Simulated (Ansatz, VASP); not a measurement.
## TiSi16 in VASP and in Ansatz

```
CELL_PARAMETERS angstrom
0.00000 5.43000 5.43000
5.43000 0.00000 5.43000
5.43000 5.43000 0.00000
ATOMIC_POSITIONS crystal
Si 0.00318 0.00330 0.99066
Si 0.12706 0.12715 0.11313
Si 0.00694 0.00703 0.48659
Si 0.12653 0.12665 0.62061
Si 0.00729 0.50045 0.99221
Si 0.12704 0.63310 0.11311
Si 0.00691 0.49987 0.48659
Si 0.14034 0.62488 0.61030
Si 0.50035 0.00740 0.99220
Si 0.63299 0.12714 0.11310
Si 0.49975 0.00702 0.48658
Si 0.62478 0.14044 0.61028
Si 0.50036 0.50046 0.99220
Si 0.62510 0.62520 0.12492
Si 0.50400 0.50410 0.48823
Si 0.62477 0.62488 0.61033
Ti 0.75382 0.75392 0.73876
```

Alike in both runs: functional PBEsol; k mesh 2 × 2 × 2; occupations fermi-dirac, width 0.05 eV; no spin polarisation.

Ansatz relaxed the structure, and its values are those at the end. VASP's run is a single point on that final structure, the one shown.

```csv
,VASP,Ansatz
version,VASP 6.6.1,Ansatz 0.2.0
potentials or method,"VASP PAW PBE potentials, release 64 (Si, Ti_sv), cutoff 520 eV","scalar-relativistic, plane waves, PAW"
valence electrons in the cell,76,76
```

|  | VASP | Ansatz | Ansatz less VASP |
| --- | --- | --- | --- |
| rms of the force components (eV/Å) | 0.012 | 0.011 | -0.0004 |

VASP's potentials were made for PBE, not for PBEsol, and Ansatz warns of the same on its side.

The k mesh is coarse, so the values compare programs but aren't converged.
